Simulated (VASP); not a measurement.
# NaCaNbSnO6 (F-43m) in VASP: single point with PBE

Aim: the single point of NaCaNbSnO6 with PBE.

Program: VASP 6.6.1. These are calculated values, not measurements. Logs are shortened: lines on timing, memory, paths and dates and some standing lists are left out, and cuts for length are marked.

### Step 1. The cell of the first run

The structure is cubic, space group F-43m (No. 216). The conventional cell has a = 8.076 Å, b = 8.076 Å, c = 8.076 Å, α = 90.00°, β = 90.00°, γ = 90.00°. Within 3.8 Å of Na (site symmetry -43m) lie 12 O at 2.86 Å and 4 Nb at 3.50 Å and 4 Sn at 3.50 Å. Within 3.8 Å of Ca (site symmetry -43m) lie 12 O at 2.86 Å and 4 Nb at 3.50 Å and 4 Sn at 3.50 Å. Nb (site symmetry -43m) has 6 O at 1.99 Å within 2.6 Å. Sn (site symmetry -43m) has 6 O at 2.05 Å within 2.7 Å. Within 2.6 Å of O (site symmetry 2mm) lie 1 Nb at 1.99 Å and 1 Sn at 2.05 Å.

### Step 2. Single point, PBE

The input, INCAR:

```
SYSTEM = NaCaNbSnO6
PREC = Accurate
ENCUT = 520
EDIFF = 1E-7
ISMEAR = 0
SIGMA = 0.05
LREAL = .False.
LASPH = .True.
NELM = 100
ALGO = Normal
ISIF = 2
LWAVE = .False.
LCHARG = .True.
GGA = PE
LELF = .True.
LVHAR = .True.
NBANDS = 51
```

The input, KPOINTS:

```
regular mesh
0
Gamma
  6 6 6
  0 0 0
```

The input, POSCAR:

```
NaCaNbSnO6
1.0
    0.0000000000      4.0380615300      4.0380615300
    4.0380615300      0.0000000000      4.0380615300
    4.0380615300      4.0380615300      0.0000000000
Na Ca Nb Sn O
1 1 1 1 6
Direct
    0.2500000000      0.2500000000      0.2500000000
    0.7500000000      0.7500000000      0.7500000000
    0.0000000000      0.0000000000      0.0000000000
    0.5000000000      0.5000000000      0.5000000000
    0.7533853700      0.2466146300      0.2466146300
    0.2466146300      0.7533853700      0.7533853700
    0.7533853700      0.7533853700      0.2466146300
    0.2466146300      0.2466146300      0.7533853700
    0.2466146300      0.7533853700      0.2466146300
    0.7533853700      0.2466146300      0.7533853700
```

Potentials or basis: VASP PAW PBE potentials, release 64 (Na_pv, Ca_sv, Nb_sv, Sn_d, O).

The run is started by

```sh
> cat potpaw_PBE.64/Na_pv/POTCAR potpaw_PBE.64/Ca_sv/POTCAR potpaw_PBE.64/Nb_sv/POTCAR potpaw_PBE.64/Sn_d/POTCAR potpaw_PBE.64/O/POTCAR > POTCAR
> mpirun -np 1 vasp_std > vasp.out
```

OUTCAR:

```text
SYSTEM = NaCaNbSnO6
   PREC = Accurate
   ENCUT = 520
   EDIFF = 1E-7
   ISMEAR = 0
   LREAL = .False.
   LASPH = .True.
   NELM = 100
   ISIF = 2
   GGA = PE

 ion  position               nearest neighbor table
   1  0.250  0.250  0.250-
   2  0.750  0.750  0.750-
   3  0.000  0.000  0.000-   5 1.99   6 1.99   7 1.99   8 1.99   9 1.99  10 1.99
   4  0.500  0.500  0.500-   5 2.05   6 2.05   7 2.05   8 2.05   9 2.05  10 2.05
   5  0.753  0.247  0.247-   3 1.99   4 2.05
   6  0.247  0.753  0.753-   3 1.99   4 2.05
   7  0.753  0.753  0.247-   3 1.99   4 2.05
   8  0.247  0.247  0.753-   3 1.99   4 2.05
   9  0.247  0.753  0.247-   3 1.99   4 2.05
  10  0.753  0.247  0.753-   3 1.99   4 2.05

  LATTYP: Found a face centered cubic cell.
 ALAT       =     8.0761230600

  Lattice vectors:

 A1 = (   0.0000000000,   4.0380615300,   4.0380615300)
 A2 = (   4.0380615300,   0.0000000000,   4.0380615300)
 A3 = (   4.0380615300,   4.0380615300,   0.0000000000)

Analysis of symmetry for initial positions (statically):
=====================================================================
 Subroutine PRICEL returns:
 Original cell was already a primitive cell.

 Routine SETGRP: Setting up the symmetry group for a
 face centered cubic supercell.

 Subroutine GETGRP returns: Found 24 space group operations
 (whereof 24 operations were pure point group operations)
 out of a pool of 48 trial point group operations.

The static configuration has the point symmetry T_d .

Analysis of symmetry for dynamics (positions and initial velocities):
=====================================================================
 Subroutine PRICEL returns:
 Original cell was already a primitive cell.

 Routine SETGRP: Setting up the symmetry group for a
 face centered cubic supercell.

 Subroutine GETGRP returns: Found 24 space group operations
 (whereof 24 operations were pure point group operations)
 out of a pool of 48 trial point group operations.

The dynamic configuration has the point symmetry T_d .

 Subroutine INISYM returns: Found 24 space group operations
 (whereof 24 operations are pure point group operations),
 and found     1 'primitive' translations

----------------------------------------------------------------------------------------

                                     Primitive cell

  volume of cell :     131.6888

  direct lattice vectors                    reciprocal lattice vectors
     0.000000000  4.038061530  4.038061530    -0.123821788  0.123821788  0.123821788
     4.038061530  0.000000000  4.038061530     0.123821788 -0.123821788  0.123821788
     4.038061530  4.038061530  0.000000000     0.123821788  0.123821788 -0.123821788

  length of vectors
     5.710681381  5.710681381  5.710681381     0.214465628  0.214465628  0.214465628

  position of ions in fractional coordinates (direct lattice)
     0.250000000  0.250000000  0.250000000
     0.750000000  0.750000000  0.750000000
     0.000000000  0.000000000  0.000000000
     0.500000000  0.500000000  0.500000000
     0.753385370  0.246614630  0.246614630
     0.246614630  0.753385370  0.753385370
     0.753385370  0.753385370  0.246614630
     0.246614630  0.246614630  0.753385370
     0.246614630  0.753385370  0.246614630
     0.753385370  0.246614630  0.753385370

  ion indices of the primitive-cell ions
   primitive index   ion index
                 1           1
                 2           2
                 3           3
                 4           4
                 5           5
                 6           6
                 7           7
                 8           8
                 9           9
                10          10

----------------------------------------------------------------------------------------

 KPOINTS: regular mesh

Automatic generation of k-mesh.
 Grid dimensions read from file:
 generate k-points for:    6    6    6

 Generating k-lattice:

  Cartesian coordinates                     Fractional coordinates (reciprocal lattice)
    -0.020636965  0.020636965  0.020636965     0.166666667  0.000000000  0.000000000
     0.020636965 -0.020636965  0.020636965     0.000000000  0.166666667  0.000000000
     0.020636965  0.020636965 -0.020636965     0.000000000  0.000000000  0.166666667

  Length of vectors
     0.035744271  0.035744271  0.035744271

  Shift w.r.t. Gamma in fractional coordinates (k-lattice)
     0.000000000  0.000000000  0.000000000

 Subroutine IBZKPT returns following result:
 ===========================================

 Found     16 irreducible k-points:

 Following reciprocal coordinates:
            Coordinates               Weight
  0.000000  0.000000  0.000000      1.000000
  0.166667  0.000000  0.000000      8.000000
  0.333333  0.000000  0.000000      8.000000
  0.500000  0.000000  0.000000      4.000000
  0.166667  0.166667  0.000000      6.000000
  0.333333  0.166667  0.000000     24.000000
[... 8 lines left out ...]
 -0.333333  0.333333  0.166667     24.000000
 -0.333333  0.500000  0.166667     12.000000
   k-points           NKPTS =     16   k-points in BZ     NKDIM =     16   number of bands    NBANDS=     51
   number of dos      NEDOS =    301   number of ions     NIONS =     10
   total plane-waves  NPLWV =  74088
   dimension x,y,z NGX =    42 NGY =   42 NGZ =   42
   dimension x,y,z NGXF=    84 NGYF=   84 NGZF=   84
   ions per type =               1   1   1   1   6
   NGX,Y,Z   is equivalent  to a cutoff of  12.23, 12.23, 12.23 a.u.
   NGXF,Y,Z  is equivalent  to a cutoff of  24.45, 24.45, 24.45 a.u.
 SYSTEM =  NaCaNbSnO6
   PREC   = accura    normal or accurate (medium, high low for compatibility)
   ISTART =      0    job   : 0-new  1-cont  2-samecut
   ICHARG =      2    charge: 1-file 2-atom 10-const
   ISPIN  =      1    spin polarized calculation?
   LNONCOLLINEAR =      F non collinear calculations
   LSORBIT =      F    spin-orbit coupling
   LASPH  =      T    aspherical Exc in radial PAW
   ENCUT  =  520.0 eV  38.22 Ry    6.18 a.u.  10.62 10.62 10.62*2*pi/ulx,y,z
   NELM   =    100;   NELMIN=  2; NELMDL= -5     # of ELM steps
   EDIFF  = 0.1E-06   stopping-criterion for ELM
   LREAL  =      F    real-space projection
   EDIFFG = 0.1E-05   stopping-criterion for IOM
   NSW    =      0    number of steps for IOM
   IBRION =     -1    ionic relax: 0-MD 1-quasi-New 2-CG
   NFREE  =      0    steps in history (QN), initial steepest desc. (CG)
   ISIF   =      2    stress and relaxation
   ISYM   =      2    0-nonsym 1-usesym 2-fastsym
   POTIM  = 0.5000    time-step for ionic-motion
   TEBEG  =    0.0;   TEEND  =   0.0 temperature during run
   PSTRESS=    0.0 pullay stress
   NELECT =      80.0000    total number of electrons
   NUPDOWN=      -1.0000    fix difference up-down
   EMIN   =  10.00;   EMAX   =-10.00  energy-range for DOS
   EFERMI =   0.00;   METHOD = LEGACY
   ISMEAR =     0;   SIGMA  =   0.05  broadening in eV -4-tet -1-fermi 0-gaus
   EFERMI_NEDOS =   21; number of points for ismear=-14 and -15
   IALGO  =     38    algorithm
   IMIX   =      4    mixing-type and parameters
     AMIX     =   0.40;   BMIX     =  1.00
     AMIX_MAG =   1.60;   BMIX_MAG =  1.00
  volume/ion in A,a.u.               =      13.17        88.87
  Fermi-wavevector in a.u.,A,eV,Ry     =   1.386506  2.620117 26.155842  1.922400
  Thomas-Fermi vector in A             =   2.510816
   LORBIT       =      0    0 simple, 1 ext, 2 COOP (PROOUT), +10 PAW based schemes
   GGA     = PE    functional components
   LHFCALC =     F    Hartree Fock is set to
   AEXX    =    0.0000 exact exchange contribution
   IVDW    =     0    specifies the selected vdW correction
   LEPSILON=     F    determine dielectric tensor
   LRPA    =     F    only Hartree local field effects (RPA)
 non-spin polarized calculation
 Gauss-broadening in eV      SIGMA  =   0.05
  energy-cutoff  :      520.00
  volume of cell :      131.69
 maximum number of plane-waves:      3582
   NGX = 21   NGY = 21   NGZ = 21

 number of electron      79.9999991 magnetization

 Free energy of the ion-electron system (eV)
  ---------------------------------------------------
  ext. energy  EPLUGINS =         0.00000000
  ---------------------------------------------------
  free energy    TOTEN  =       -70.06404888 eV

  energy without entropy =      -70.06404888  energy(sigma->0) =      -70.06404888

 E-fermi :   4.0490     XC(G=0): -10.4130

 val. band max:        3.8339894272   @ k =   0.0000   0.0000   0.0000
 cond. band min:       7.1404237197   @ k =   0.0000   0.0000   0.0000
 fundamental gap:      3.3064342925
 Fermi energy:         4.0489837758

 k-point     1 :       0.0000    0.0000    0.0000
  band No.  band energies     occupation
      1     -51.1262      2.00000
      2     -36.0665      2.00000
      3     -27.2563      2.00000
      4     -27.2563      2.00000
      5     -27.2563      2.00000
      6     -18.1352      2.00000
[... 43 lines left out ...]
     50      10.0916      0.00000
     51      11.1424      0.00000

 k-point     2 :       0.1667    0.0000    0.0000
  band No.  band energies     occupation
      1     -51.1262      2.00000
      2     -36.0665      2.00000
      3     -27.2566      2.00000
      4     -27.2564      2.00000
      5     -27.2564      2.00000
      6     -18.1361      2.00000
[... 43 lines left out ...]
     50      10.2839      0.00000
     51      11.3936      0.00000

 k-point     3 :       0.3333    0.0000    0.0000
  band No.  band energies     occupation
      1     -51.1262      2.00000
      2     -36.0665      2.00000
      3     -27.2571      2.00000
      4     -27.2565      2.00000
      5     -27.2565      2.00000
      6     -18.1377      2.00000
[... 43 lines left out ...]
     50      10.7130      0.00000
     51      11.3640      0.00000
[... 595 lines left out ...]
 k-point    15 :      -0.3333    0.3333    0.1667
  band No.  band energies     occupation
      1     -51.1262      2.00000
      2     -36.0665      2.00000
      3     -27.2571      2.00000
      4     -27.2568      2.00000
      5     -27.2566      2.00000
      6     -18.1383      2.00000
[... 43 lines left out ...]
     50      11.1283      0.00000
     51      11.5527      0.00000

 k-point    16 :      -0.3333    0.5000    0.1667
  band No.  band energies     occupation
      1     -51.1262      2.00000
      2     -36.0665      2.00000
      3     -27.2569      2.00000
      4     -27.2569      2.00000
      5     -27.2566      2.00000
      6     -18.1390      2.00000
[... 43 lines left out ...]
     50      11.4477      0.00000
     51      11.7592      0.00000

------------------------ aborting loop because EDIFF is reached ----------------------------------------

  FORCE on cell =-STRESS in cart. coord.  units (eV):
  Direction    XX          YY          ZZ          XY          YZ          ZX
  --------------------------------------------------------------------------------------
  -------------------------------------------------------------------------------------
  Total       -1.8497937     -1.8497937     -1.8497937      0.0000000     -0.0000000      0.0000000
  in kB      -22.5053149    -22.5053149    -22.5053149      0.0000000     -0.0000000      0.0000000
  external PRESSURE =     -22.5053149 kB  Pullay stress =       0.0000000 kB

 VOLUME and BASIS-vectors are now :
 -----------------------------------------------------------------------------
  energy-cutoff  :      520.00
  volume of cell :      131.69
      direct lattice vectors                 reciprocal lattice vectors
     0.000000000  4.038061530  4.038061530    -0.123821788  0.123821788  0.123821788
     4.038061530  0.000000000  4.038061530     0.123821788 -0.123821788  0.123821788
     4.038061530  4.038061530  0.000000000     0.123821788  0.123821788 -0.123821788

 POSITION                                       TOTAL-FORCE (eV/Angst)
 -----------------------------------------------------------------------------------
      2.01903      2.01903      2.01903        -0.000000     -0.000000     -0.000000
      6.05709      6.05709      6.05709        -0.000000     -0.000000     -0.000000
      0.00000      0.00000      0.00000        -0.000000     -0.000000     -0.000000
      4.03806      4.03806      4.03806        -0.000000     -0.000000     -0.000000
      1.99169      4.03806      4.03806        -0.454827     -0.000000     -0.000000
      6.08443      4.03806      4.03806         0.454827     -0.000000     -0.000000
      4.03806      4.03806      6.08443        -0.000000     -0.000000      0.454827
      4.03806      4.03806      1.99169        -0.000000     -0.000000     -0.454827
      4.03806      1.99169      4.03806        -0.000000     -0.454827     -0.000000
      4.03806      6.08443      4.03806        -0.000000      0.454827     -0.000000
 -----------------------------------------------------------------------------------
    total drift:                                0.000001      0.000001     -0.000000

  FREE ENERGIE OF THE ION-ELECTRON SYSTEM (eV)
  ---------------------------------------------------
  free  energy   TOTEN  =       -70.0640488817 eV

  energy  without entropy=      -70.0640488817  energy(sigma->0) =      -70.06404888
```

It took 3.8 min on 1 thread of AMD EPYC 7R43 (Zen 3), shared host; peak memory 0.28 GiB.

What came out:

```yaml
Free_energy: -70.0640 eV
Pressure: -2.3 GPa
Largest_force: 0.455 eV/Å
Band_gap_on_the_k_mesh: 3.31 eV, direct
```

Forces in eV/Å, atoms in the order of the input:
```
Na   0.000  0.000  0.000
Ca   0.000  0.000  0.000
Nb   0.000  0.000  0.000
Sn   0.000  0.000  0.000
O   -0.455  0.000  0.000
O    0.455  0.000  0.000
O    0.000  0.000  0.455
O    0.000  0.000 -0.455
O    0.000 -0.455  0.000
O    0.000  0.455  0.000
```

Caveat: spin-orbit coupling is left out, which moves the levels of the heavy elements.
